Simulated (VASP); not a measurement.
# Sc (Fm-3m) in VASP: single point with PBE

Aim: the single point of Sc with PBE.

Program: VASP 6.6.1. These are calculated values, not measurements. Logs are shortened: lines on timing, memory, paths and dates and some standing lists are left out, and cuts for length are marked.

## Step 1: The cell of the first run

It takes space group Fm-3m (No. 225, cubic). Conventional cell: a = 4.520 Å, b = 4.520 Å, c = 4.520 Å, α = 90.00°, β = 90.00°, γ = 90.00°. Sc (site symmetry m-3m) has 12 Sc at 3.20 Å within 4.2 Å.

## Step 2: Single point, PBE

Contents of INCAR:

```
SYSTEM = Sc
ALGO     = Normal         ! electronic algorithm
EDIFF    = 1E-6           ! SCF threshold, eV
ENCUT    = 520            ! plane-wave cutoff, eV
GGA      = PE             ! functional
ISIF     = 2              ! what is computed and relaxed
ISMEAR   = 0              ! smearing method
LASPH    = .TRUE.         ! aspherical terms in the spheres
LCHARG   = .FALSE.        ! write CHGCAR
LREAL    = .FALSE.        ! projectors in reciprocal space
LWAVE    = .FALSE.        ! write WAVECAR
NBANDS   = 12             ! bands
NELM     = 60             ! most SCF steps
PREC     = Accurate       ! precision mode
SIGMA    = 0.05           ! smearing width, eV
```

Contents of KPOINTS:

```
k-points
0
G
  16 16 16
  0 0 0
```

Contents of POSCAR:

```
Sc
1.0
    0.0000000000      2.2600000000      2.2600000000
    2.2600000000      0.0000000000      2.2600000000
    2.2600000000      2.2600000000      0.0000000000
Sc
1
Direct
    0.0000000000      0.0000000000      0.0000000000
```

Potentials or basis: VASP PAW PBE potentials, release 64 (Sc_sv).

Command:

```console
cat potpaw_PBE.64/Sc_sv/POTCAR > POTCAR
mpirun -np 1 vasp_std > vasp.out
```

OUTCAR:

```text
SYSTEM = Sc
   EDIFF = 1E-6
   ENCUT = 520
   GGA = PE
   ISIF = 2
   ISMEAR = 0
   LASPH = .TRUE.
   LREAL = .FALSE.
   NELM = 60
   PREC = Accurate

 ion  position               nearest neighbor table
   1  0.000  0.000  0.000-

  LATTYP: Found a face centered cubic cell.
 ALAT       =     4.5200000000

  Lattice vectors:

 A1 = (   0.0000000000,   2.2600000000,   2.2600000000)
 A2 = (   2.2600000000,   0.0000000000,   2.2600000000)
 A3 = (   2.2600000000,   2.2600000000,   0.0000000000)

Analysis of symmetry for initial positions (statically):
=====================================================================
 Subroutine PRICEL returns:
 Original cell was already a primitive cell.

 Routine SETGRP: Setting up the symmetry group for a
 face centered cubic supercell.

 Subroutine GETGRP returns: Found 48 space group operations
[... 9 lines left out ...]

 Routine SETGRP: Setting up the symmetry group for a
 face centered cubic supercell.

 Subroutine GETGRP returns: Found 48 space group operations
[... 11 lines left out ...]
                                     Primitive cell

  volume of cell :      23.0864

  direct lattice vectors                    reciprocal lattice vectors
     0.000000000  2.260000000  2.260000000    -0.221238938  0.221238938  0.221238938
     2.260000000  0.000000000  2.260000000     0.221238938 -0.221238938  0.221238938
     2.260000000  2.260000000  0.000000000     0.221238938  0.221238938 -0.221238938

  length of vectors
     3.196122651  3.196122651  3.196122651     0.383197081  0.383197081  0.383197081

  position of ions in fractional coordinates (direct lattice)
     0.000000000  0.000000000  0.000000000

  ion indices of the primitive-cell ions
   primitive index   ion index
                 1           1

----------------------------------------------------------------------------------------

 KPOINTS: k-points

Automatic generation of k-mesh.
 Grid dimensions read from file:
 generate k-points for:   16   16   16

 Generating k-lattice:

  Cartesian coordinates                     Fractional coordinates (reciprocal lattice)
    -0.013827434  0.013827434  0.013827434     0.062500000  0.000000000  0.000000000
     0.013827434 -0.013827434  0.013827434     0.000000000  0.062500000  0.000000000
     0.013827434  0.013827434 -0.013827434     0.000000000  0.000000000  0.062500000

  Length of vectors
     0.023949818  0.023949818  0.023949818

  Shift w.r.t. Gamma in fractional coordinates (k-lattice)
     0.000000000  0.000000000  0.000000000

 Subroutine IBZKPT returns following result:
 ===========================================

 Found    145 irreducible k-points:

 Following reciprocal coordinates:
            Coordinates               Weight
  0.000000  0.000000  0.000000      1.000000
  0.062500  0.000000  0.000000      8.000000
  0.125000  0.000000  0.000000      8.000000
  0.187500  0.000000  0.000000      8.000000
  0.250000  0.000000  0.000000      8.000000
  0.312500  0.000000  0.000000      8.000000
[... 16 lines left out ...]
 -0.125000  0.062500  0.000000     24.000000
 -0.062500  0.062500  0.000000     12.000000
 [... further k-points ...]
   k-points           NKPTS =    145   k-points in BZ     NKDIM =    145   number of bands    NBANDS=     12
   number of dos      NEDOS =    301   number of ions     NIONS =      1
   total plane-waves  NPLWV =  13824
   dimension x,y,z NGX =    24 NGY =   24 NGZ =   24
   dimension x,y,z NGXF=    48 NGYF=   48 NGZF=   48
   ions per type =               1
   NGX,Y,Z   is equivalent  to a cutoff of  12.48, 12.48, 12.48 a.u.
   NGXF,Y,Z  is equivalent  to a cutoff of  24.97, 24.97, 24.97 a.u.
 SYSTEM =  Sc
   PREC   = accura    normal or accurate (medium, high low for compatibility)
   ISTART =      0    job   : 0-new  1-cont  2-samecut
   ICHARG =      2    charge: 1-file 2-atom 10-const
   ISPIN  =      1    spin polarized calculation?
   LNONCOLLINEAR =      F non collinear calculations
   LSORBIT =      F    spin-orbit coupling
   LASPH  =      T    aspherical Exc in radial PAW
   ENCUT  =  520.0 eV  38.22 Ry    6.18 a.u.   5.94  5.94  5.94*2*pi/ulx,y,z
   NELM   =     60;   NELMIN=  2; NELMDL= -5     # of ELM steps
   EDIFF  = 0.1E-05   stopping-criterion for ELM
   LREAL  =      F    real-space projection
   EDIFFG = 0.1E-04   stopping-criterion for IOM
   NSW    =      0    number of steps for IOM
   IBRION =     -1    ionic relax: 0-MD 1-quasi-New 2-CG
   NFREE  =      0    steps in history (QN), initial steepest desc. (CG)
   ISIF   =      2    stress and relaxation
   ISYM   =      2    0-nonsym 1-usesym 2-fastsym
   POTIM  = 0.5000    time-step for ionic-motion
   TEBEG  =    0.0;   TEEND  =   0.0 temperature during run
   PSTRESS=    0.0 pullay stress
   NELECT =      11.0000    total number of electrons
   NUPDOWN=      -1.0000    fix difference up-down
   EMIN   =  10.00;   EMAX   =-10.00  energy-range for DOS
   EFERMI =   0.00;   METHOD = LEGACY
   ISMEAR =     0;   SIGMA  =   0.05  broadening in eV -4-tet -1-fermi 0-gaus
   EFERMI_NEDOS =   21; number of points for ismear=-14 and -15
   IALGO  =     38    algorithm
   IMIX   =      4    mixing-type and parameters
     AMIX     =   0.40;   BMIX     =  1.00
     AMIX_MAG =   1.60;   BMIX_MAG =  1.00
  volume/ion in A,a.u.               =      23.09       155.79
  Fermi-wavevector in a.u.,A,eV,Ry     =   1.278657  2.416311 22.245021  1.634963
  Thomas-Fermi vector in A             =   2.411187
   LORBIT       =      0    0 simple, 1 ext, 2 COOP (PROOUT), +10 PAW based schemes
   GGA     = PE    functional components
   LHFCALC =     F    Hartree Fock is set to
   AEXX    =    0.0000 exact exchange contribution
   IVDW    =     0    specifies the selected vdW correction
   LEPSILON=     F    determine dielectric tensor
   LRPA    =     F    only Hartree local field effects (RPA)
 non-spin polarized calculation
 Gauss-broadening in eV      SIGMA  =   0.05
  energy-cutoff  :      520.00
  volume of cell :       23.09
 maximum number of plane-waves:       636
   NGX = 11   NGY = 11   NGZ = 11

 number of electron      11.0000000 magnetization

 Free energy of the ion-electron system (eV)
  ---------------------------------------------------
  ext. energy  EPLUGINS =         0.00000000
  ---------------------------------------------------
  free energy    TOTEN  =        -6.18400236 eV

  energy without entropy =       -6.18131391  energy(sigma->0) =       -6.18265813

 E-fermi :   4.1363     XC(G=0): -10.1389

 val. band max:        4.1339682903   @ k =  -0.3750   0.1875   0.0000
 cond. band min:       4.1500292358   @ k =   0.4375   0.3125   0.1250
 fundamental gap:      0.0160609455
 Fermi energy:         4.1363283584

 k-point     1 :       0.0000    0.0000    0.0000
  band No.  band energies     occupation
      1     -45.1223      2.00000
      2     -23.4981      2.00000
      3     -23.4981      2.00000
      4     -23.4981      2.00000
      5      -1.1747      2.00000
      6       5.8091      0.00000
      7       5.8091      0.00000
      8       5.8091      0.00000
      9       7.3120      0.00000
     10       7.3120      0.00000
     11      17.0007      0.00000
     12      20.6625      0.00000

 k-point     2 :       0.0625    0.0000    0.0000
  band No.  band energies     occupation
      1     -45.1193      2.00000
      2     -23.5176      2.00000
      3     -23.5005      2.00000
      4     -23.5005      2.00000
      5      -1.0693      2.00000
      6       5.7280      0.00000
      7       5.8495      0.00000
      8       5.8495      0.00000
      9       7.2825      0.00000
     10       7.2825      0.00000
     11      17.1109      0.00000
     12      19.7955      0.00000

 k-point     3 :       0.1250    0.0000    0.0000
  band No.  band energies     occupation
      1     -45.1109      2.00000
      2     -23.5726      2.00000
      3     -23.5075      2.00000
      4     -23.5075      2.00000
      5      -0.7608      2.00000
      6       5.5091      0.00000
      7       5.9494      0.00000
      8       5.9494      0.00000
      9       7.2217      0.00000
     10       7.2217      0.00000
     11      17.2838      0.00000
     12      18.4071      0.00000

 k-point     4 :       0.1875    0.0000    0.0000
  band No.  band energies     occupation
      1     -45.0982      2.00000
      2     -23.6541      2.00000
      3     -23.5179      2.00000
      4     -23.5179      2.00000
      5      -0.2728      2.00000
      6       5.2121      0.00000
      7       6.0387      0.00000
      8       6.0387      0.00000
      9       7.2146      0.00000
     10       7.2146      0.00000
     11      16.5201      0.00000
     12      17.8616      0.00000

 k-point     5 :       0.2500    0.0000    0.0000
  band No.  band energies     occupation
      1     -45.0832      2.00000
      2     -23.7490      2.00000
      3     -23.5301      2.00000
      4     -23.5301      2.00000
      5       0.3515      2.00000
      6       4.9059      0.00000
      7       6.0294      0.00000
      8       6.0294      0.00000
      9       7.3586      0.00000
     10       7.3586      0.00000
     11      15.1323      0.00000
     12      17.6728      0.00000
[... 228 lines left out ...]
      1     -45.0762      2.00000
      2     -23.7814      2.00000
      3     -23.5539      2.00000
      4     -23.5290      2.00000
      5       0.6598      2.00000
      6       4.7800      0.00000
      7       5.9314      0.00000
      8       6.0742      0.00000
      9       7.2003      0.00000
     10       7.7057      0.00000
     11      14.7230      0.00000
     12      17.4732      0.00000

 k-point    22 :      -0.1875    0.0625    0.0000
  band No.  band energies     occupation
      1     -45.0912      2.00000
      2     -23.6890      2.00000
      3     -23.5399      2.00000
      4     -23.5168      2.00000
      5       0.0078      2.00000
      6       5.0627      0.00000
      7       6.0124      0.00000
      8       6.1260      0.00000
      9       7.0064      0.00000
     10       7.4657      0.00000
     11      16.1171      0.00000
     12      17.7270      0.00000

 k-point    23 :      -0.1250    0.0625    0.0000
  band No.  band energies     occupation
      1     -45.1047      2.00000
      2     -23.6053      2.00000
      3     -23.5254      2.00000
      4     -23.5070      2.00000
      5      -0.5276      2.00000
      6       5.3552      0.00000
      7       5.9966      0.00000
      8       6.0368      0.00000
      9       7.0323      0.00000
     10       7.3491      0.00000
     11      17.2795      0.00000
     12      17.9402      0.00000

 k-point    24 :      -0.0625    0.0625    0.0000
  band No.  band energies     occupation
      1     -45.1145      2.00000
      2     -23.5449      2.00000
      3     -23.5116      2.00000
      4     -23.5014      2.00000
      5      -0.8963      2.00000
      6       5.5968      0.00000
      7       5.9126      0.00000
      8       5.9159      0.00000
      9       7.1630      0.00000
     10       7.3175      0.00000
     11      17.2624      0.00000
     12      19.0391      0.00000

 [... further k-points ...]
[... 5 lines left out ...]
  --------------------------------------------------------------------------------------
  -------------------------------------------------------------------------------------
  Total        0.5364265      0.5364265      0.5364265     -0.0000000      0.0000000      0.0000000
  in kB       37.2276378     37.2276378     37.2276378     -0.0000000      0.0000000      0.0000000
  external PRESSURE =      37.2276378 kB  Pullay stress =       0.0000000 kB

 VOLUME and BASIS-vectors are now :
 -----------------------------------------------------------------------------
  energy-cutoff  :      520.00
  volume of cell :       23.09
      direct lattice vectors                 reciprocal lattice vectors
     0.000000000  2.260000000  2.260000000    -0.221238938  0.221238938  0.221238938
     2.260000000  0.000000000  2.260000000     0.221238938 -0.221238938  0.221238938
     2.260000000  2.260000000  0.000000000     0.221238938  0.221238938 -0.221238938

 POSITION                                       TOTAL-FORCE (eV/Angst)
 -----------------------------------------------------------------------------------
      0.00000      0.00000      0.00000         0.000000      0.000000      0.000000
 -----------------------------------------------------------------------------------
    total drift:                                0.000000      0.000000     -0.000000

  FREE ENERGIE OF THE ION-ELECTRON SYSTEM (eV)
  ---------------------------------------------------
  free  energy   TOTEN  =        -6.1840023624 eV

  energy  without entropy=       -6.1813139060  energy(sigma->0) =       -6.18265813
```

Wall time 17 s (1 thread of Intel Xeon 6975P-C, shared host); peak memory 0.16 GiB.

Results:

```yaml
Free_energy: -6.1840 eV
Pressure: 3.7 GPa
```
